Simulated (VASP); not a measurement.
# MgO in VASP: further runs

MgO is run at these levels: HSE06; tasks: single point.

Everything below comes from runs of VASP 6.6.1. Logs are shortened: lines on timing, memory, paths and dates and some standing lists are left out, and cuts for length are marked.

**1. The cell of the first run**

The structure is tetragonal, space group I-4m2 (No. 119). Conventional cell: a = 3.070 Å, b = 3.070 Å, c = 4.564 Å, α = 90.00°, β = 90.00°, γ = 90.00°. Within 2.5 Å of Mg (site symmetry -4m2) lie 4 O at 1.91 Å. Within 2.5 Å of O (site symmetry -4m2) lie 4 Mg at 1.91 Å.

**2. Single point, HSE06 (biaxial xy strain -4.9%)**

POSCAR reads:

```
MgO
1.0
    0.0000000000      2.1708719866      2.2820056624
    2.1708719866      0.0000000000      2.2820056624
    2.1708719866      2.1708719866      0.0000000000
Mg O
1 1
Direct
    0.0000000000      0.0000000000      0.0000000000
    0.2500000000      0.2500000000      0.2500000000
```

INCAR.step1 reads:

```
  ALGO = Normal
  EDIFF = 1E-5
  ENCUT = 520
  GGA = PE
  ISIF = 2
  ISMEAR = 0
  LASPH = T
  LCHARG = F
  LREAL = F
  LWAVE = T
  NBANDS = 11
  NELM = 80
  PREC = Accurate
  SIGMA = 0.01
```

INCAR.step2 reads:

```
  ALGO = Normal
  EDIFF = 1E-6
  ENCUT = 520
  GGA = PE
  HFSCREEN = 0.2079
  ISIF = 2
  ISMEAR = 0
  ISTART = 1
  LASPH = T
  LCHARG = F
  LHFCALC = T
  LREAL = F
  LWAVE = F
  NBANDS = 11
  NELM = 80
  PREC = Accurate
  PRECFOCK = Normal
  SIGMA = 0.01
```

KPOINTS reads:

```
k-points
0
Gamma
  6 6 6
```

Potentials or basis: VASP PAW PBE potentials, release 64 (Mg, O).

Started as:

```bash
cat potpaw_PBE.64/Mg/POTCAR potpaw_PBE.64/O/POTCAR > POTCAR
cp INCAR.step1 INCAR
mpirun -np 1 vasp_std > vasp.out
cp INCAR.step2 INCAR
mpirun -np 1 vasp_std > vasp.out
```

OUTCAR:

```text
EDIFF = 1E-6
   ENCUT = 520
   GGA = PE
   HFSCREEN = 0.2079
   ISIF = 2
   ISMEAR = 0
   ISTART = 1
   LASPH = T
   LHFCALC = T
   LREAL = F
   NELM = 80
   PREC = Accurate
   PRECFOCK = Normal

 ion  position               nearest neighbor table
   1  0.000  0.000  0.000-   2 1.91   2 1.91   2 1.91   2 1.91
   2  0.250  0.250  0.250-   1 1.91   1 1.91   1 1.91   1 1.91

  LATTYP: Found a body centered tetragonal cell.
 ALAT       =     3.0700766056
 C/A-ratio  =     1.4866115446

  Lattice vectors:

 A1 = (  -2.1708719866,   0.0000000000,   2.2820056624)
 A2 = (   2.1708719866,   0.0000000000,   2.2820056624)
 A3 = (   0.0000000000,   2.1708719866,  -2.2820056624)

Analysis of symmetry for initial positions (statically):
=====================================================================
 Subroutine PRICEL returns:
 Original cell was already a primitive cell.

 Routine SETGRP: Setting up the symmetry group for a
 body centered tetragonal supercell.

 Subroutine GETGRP returns: Found  8 space group operations
 (whereof  8 operations were pure point group operations)
 out of a pool of 16 trial point group operations.

The static configuration has the point symmetry D_2d.

Analysis of symmetry for dynamics (positions and initial velocities):
=====================================================================
 Subroutine PRICEL returns:
 Original cell was already a primitive cell.

 Routine SETGRP: Setting up the symmetry group for a
 body centered tetragonal supercell.

 Subroutine GETGRP returns: Found  8 space group operations
 (whereof  8 operations were pure point group operations)
 out of a pool of 16 trial point group operations.

The dynamic configuration has the point symmetry D_2d.

 Subroutine INISYM returns: Found  8 space group operations
 (whereof  8 operations are pure point group operations),
 and found     1 'primitive' translations

----------------------------------------------------------------------------------------

                                     Primitive cell

  volume of cell :      21.5087

  direct lattice vectors                    reciprocal lattice vectors
     0.000000000  2.170871987  2.282005662    -0.230322195  0.230322195  0.219105504
     2.170871987  0.000000000  2.282005662     0.230322195 -0.230322195  0.219105504
     2.170871987  2.170871987  0.000000000     0.230322195  0.230322195 -0.219105504

  length of vectors
     3.149640460  3.149640460  3.070076606     0.392560630  0.392560630  0.392560630

[... 97 lines left out ...]
   IALGO  =     38    algorithm
   IMIX   =      1    mixing-type and parameters
     AMIX     =   0.40;   BMIX     =  1.00
     AMIX_MAG =   1.60;   BMIX_MAG =  1.00
  volume/ion in A,a.u.               =      10.75        72.57
  Fermi-wavevector in a.u.,A,eV,Ry     =   1.177334  2.224839 18.859252  1.386116
  Thomas-Fermi vector in A             =   2.313683
   LORBIT       =      0    0 simple, 1 ext, 2 COOP (PROOUT), +10 PAW based schemes
   GGA     = PE    functional components
   LHFCALC =     T    Hartree Fock is set to
   PRECFOCK=normal    Normal, Fast or Accurate (Low or Medium for compatibility)
   ENCUT4O =  -1.0   cutoff for four orbital integrals eV
   NKREDX  =     1    reduce k-point grid by
   NKREDY  =     1    reduce k-point grid by
   NKREDZ  =     1    reduce k-point grid by
   AEXX    =    0.2500 exact exchange contribution
   HFSCREEN=    0.2079 screening length (either q_TF or 0.3 A-1)
   HFSCREENC=   0.2079 screening length for correlation (either q_TF or 0.3 A-1)
   ENCUTFOCK=  -1.0 apply spherical cutoff to Coloumb kernel
   IVDW    =     0    specifies the selected vdW correction
   LEPSILON=     F    determine dielectric tensor
   LRPA    =     F    only Hartree local field effects (RPA)
 non-spin polarized calculation
 Gauss-broadening in eV      SIGMA  =   0.01
  energy-cutoff  :      520.00
  volume of cell :       21.51
 maximum number of plane-waves:       604
  NGX = 18; NGY = 18; NGZ = 18

 number of electron       7.9999998 magnetization

 Free energy of the ion-electron system (eV)
  ---------------------------------------------------
  ext. energy  EPLUGINS =         0.00000000
  ---------------------------------------------------
  free energy    TOTEN  =       -13.83450811 eV

  energy without entropy =      -13.83450811  energy(sigma->0) =      -13.83450811

 E-fermi :   0.2117     XC(G=0):  -8.3600

 val. band max:        0.1059028318   @ k =  -0.1667   0.1667   0.0000
 cond. band min:       5.9520752853   @ k =   0.0000   0.0000   0.0000
 fundamental gap:      5.8461724535
 Fermi energy:         0.2116820024

 k-point     1 :       0.0000    0.0000    0.0000
  band No.  band energies     occupation
      1     -17.6312      2.00000
      2      -0.0241      2.00000
      3       0.1025      2.00000
      4       0.1025      2.00000
      5       5.9521      0.00000
      6      20.0496      0.00000
      7      20.0831      0.00000
      8      20.0831      0.00000
      9      22.4082      0.00000
     10      22.7192      0.00000
     11      24.3780      0.00000
[... 309 lines left out ...]
 k-point    24 :       0.5000    0.0000    0.3333
  band No.  band energies     occupation
      1     -16.5531      2.00000
      2      -2.6039      2.00000
      3      -1.2002      2.00000
      4      -0.7296      2.00000
      5       9.1529      0.00000
      6      14.0130      0.00000
      7      17.4347      0.00000
      8      19.3061      0.00000
      9      20.5048      0.00000
     10      27.2398      0.00000
     11      28.0406      0.00000

 [... further k-points ...]

------------------------ aborting loop because EDIFF is reached ----------------------------------------

  FORCE on cell =-STRESS in cart. coord.  units (eV):
  Direction    XX          YY          ZZ          XY          YZ          ZX
  --------------------------------------------------------------------------------------
  -------------------------------------------------------------------------------------
  Total        2.1490378      2.1490378      1.8766865      0.0000000      0.0000000      0.0000000
  in kB      160.0808930    160.0808930    139.7935632      0.0000000      0.0000000      0.0000000
  external PRESSURE =     153.3184497 kB  Pullay stress =       0.0000000 kB

 VOLUME and BASIS-vectors are now :
 -----------------------------------------------------------------------------
  energy-cutoff  :      520.00
  volume of cell :       21.51
      direct lattice vectors                 reciprocal lattice vectors
     0.000000000  2.170871987  2.282005662    -0.230322195  0.230322195  0.219105504
     2.170871987  0.000000000  2.282005662     0.230322195 -0.230322195  0.219105504
     2.170871987  2.170871987  0.000000000     0.230322195  0.230322195 -0.219105504

 POSITION                                       TOTAL-FORCE (eV/Angst)
 -----------------------------------------------------------------------------------
      0.00000      0.00000      0.00000        -0.000000     -0.000000      0.000000
      1.08544      1.08544      1.14100         0.000000      0.000000     -0.000000
 -----------------------------------------------------------------------------------
    total drift:                               -0.000000      0.000000      0.000002

  FREE ENERGIE OF THE ION-ELECTRON SYSTEM (eV)
  ---------------------------------------------------
  free  energy   TOTEN  =       -13.8345081149 eV

  energy  without entropy=      -13.8345081149  energy(sigma->0) =      -13.83450811
```

OUTCAR.step1:

```text
EDIFF = 1E-5
   ENCUT = 520
   GGA = PE
   ISIF = 2
   ISMEAR = 0
[... 558 lines left out ...]
 -----------------------------------------------------------------------------------
      0.00000      0.00000      0.00000         0.000000     -0.000000      0.000000
      1.08544      1.08544      1.14100        -0.000000      0.000000     -0.000000
 -----------------------------------------------------------------------------------
    total drift:                               -0.000001     -0.000001     -0.000001

  FREE ENERGIE OF THE ION-ELECTRON SYSTEM (eV)
  ---------------------------------------------------
  free  energy   TOTEN  =       -11.5355447911 eV

  energy  without entropy=      -11.5355447911  energy(sigma->0) =      -11.53554479
```

Wall time 13 min (1 thread of Intel Xeon Platinum 8488C (Sapphire Rapids), shared host); peak memory 0.25 GiB.

What came out:

```yaml
Free_energy: -13.8345 eV
Pressure: 15.3 GPa
Band_gap_on_the_k_mesh: 5.85 eV
```

Stress tensor (GPa, compression positive):
```
16.01  0.00  0.00
 0.00 16.01  0.00
 0.00  0.00 13.98
```

Levels at points of the mesh, in eV from the valence-band top:
```tsv
k point	band 2	band 3	band 4	band 5	band 6	band 7
(0.00, 0.00, 0.00)	-0.13	0.00	0.00	5.85	19.94	19.98
(0.50, 0.00, 0.00)	-3.56	-0.40	-0.13	11.31	12.41	16.91
(0.50, 0.50, 0.00)	-3.15	-0.73	-0.73	8.16	14.02	17.55
(0.50, 0.00, 0.50)	-2.89	-1.01	-0.97	8.14	13.89	18.04
```

Caveat: the cell differs from its parent crystal (biaxial xy strain -4.9%); the cell stands under pressure; the structure was generated, so it needn't be the stable form of MgO; the PAW data sets were made with another functional, which shifts forces and pressure a little.

[end of part 1 of 2]
